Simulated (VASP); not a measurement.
Input of a VASP 6.6.1 run:

INCAR

```
SYSTEM = Zr5F
PREC = Accurate
ENCUT = 600
EDIFF = 1E-6
ISMEAR = 0
SIGMA = 0.1
LREAL = .False.
LASPH = .True.
NELM = 120
ALGO = Normal
ISIF = 2
LWAVE = .False.
LCHARG = .True.
GGA = PE
LELF = .True.
LVHAR = .True.
NBANDS = 42
GGA_COMPAT = .False.
```

The input KPOINTS:

```
Automatic mesh
0
Gamma
  12 12 4
  0 0 0
```

Contents of POSCAR:

```
Zr5F
1.0
    3.1958934708      0.0000000000      0.0000000000
   -1.5979467354      2.7677249335      0.0000000000
    0.0000000000      0.0000000000     13.9359613156
Zr F
5 1
Direct
    0.6666666667      0.3333333333      0.8710319146
    0.3333333333      0.6666666667      0.6895128697
    0.6666666667      0.3333333333      0.5000000000
    0.3333333333      0.6666666667      0.3104871303
    0.6666666667      0.3333333333      0.1289680854
    0.3333333333      0.6666666667      0.0000000000
```

Potentials or basis: VASP PAW PBE potentials, release 64 (Zr_sv, F).

The run is started by

```console
$ cat potpaw_PBE.64/Zr_sv/POTCAR potpaw_PBE.64/F/POTCAR > POTCAR
$ mpirun -np 1 vasp_std > vasp.out
```

What does it give for the band gap on the k mesh?

Zero (an odd number of electrons rules out a gap without spin polarisation).

Estimate the largest force.

0.009 eV/Å.

Forces on the atoms (eV/Å):
```
Zr   0.000  0.000 -0.009
Zr   0.000  0.000  0.002
Zr   0.000  0.000  0.000
Zr   0.000  0.000 -0.002
Zr   0.000  0.000  0.009
F    0.000  0.000  0.000
```
